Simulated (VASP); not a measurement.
Set up this calculation in VASP 6.6.1, as the native input.

```
Task                   : single point
Functional             : PBE
Potentials or basis    : VASP PAW PBE potentials, release 64 (Pb_d, S)
Cutoff                 : 500 eV
k mesh                 : 6 × 6 × 6
Occupations            : gaussian, width 0.01 eV
Spin                   : no spin polarisation
Dipole correction      : no
Further INCAR settings : ALGO = Normal; EDIFF = 1e-06; NBANDS = 17
```

The structure of PbS (Galena) lies in POSCAR:

```
PbS
1.0
    0.0000000000      2.8844553114      2.8844553114
    2.8844553114      0.0000000000      2.8844553114
    2.8844553114      2.8844553114      0.0000000000
Pb S
1 1
Direct
    0.0000000000      0.0000000000      0.0000000000
    0.5000000000      0.5000000000      0.5000000000
```

These files were run (other wordings do the same):

INCAR

```
PREC     = Accurate       # precision mode
ENCUT    = 500            # plane-wave cutoff, eV
EDIFF    = 1E-6           # SCF threshold, eV
ISMEAR   = 0              # smearing method
SIGMA    = 0.01           # smearing width, eV
LREAL    = F              # projectors in reciprocal space
LASPH    = T              # aspherical terms in the spheres
NELM     = 120            # most SCF steps
ALGO     = Normal         # electronic algorithm
ISIF     = 2              # what is computed and relaxed
LWAVE    = F              # write WAVECAR
LCHARG   = F              # write CHGCAR
GGA      = PE             # functional
NBANDS   = 17             # bands
GGA_COMPAT= F
```

KPOINTS

```
Automatic mesh
0
Gamma
  6 6 6
```

Potentials or basis: VASP PAW PBE potentials, release 64 (Pb_d, S).

Command:

```bash
$ cat potpaw_PBE.64/Pb_d/POTCAR potpaw_PBE.64/S/POTCAR > POTCAR
$ mpirun -np 1 vasp_std > vasp.out
```

It gave:

- Pressure: 8.2 GPa
- Band gap on the k mesh: 0.02 eV, direct

Caveat: spin-orbit coupling is left out, which moves the levels of the heavy elements.

Wall time 12 s on 1 thread of Intel(R) Xeon(R) Platinum 8488C (Sapphire Rapids), with other jobs on the host, peak memory 0.17 GiB.
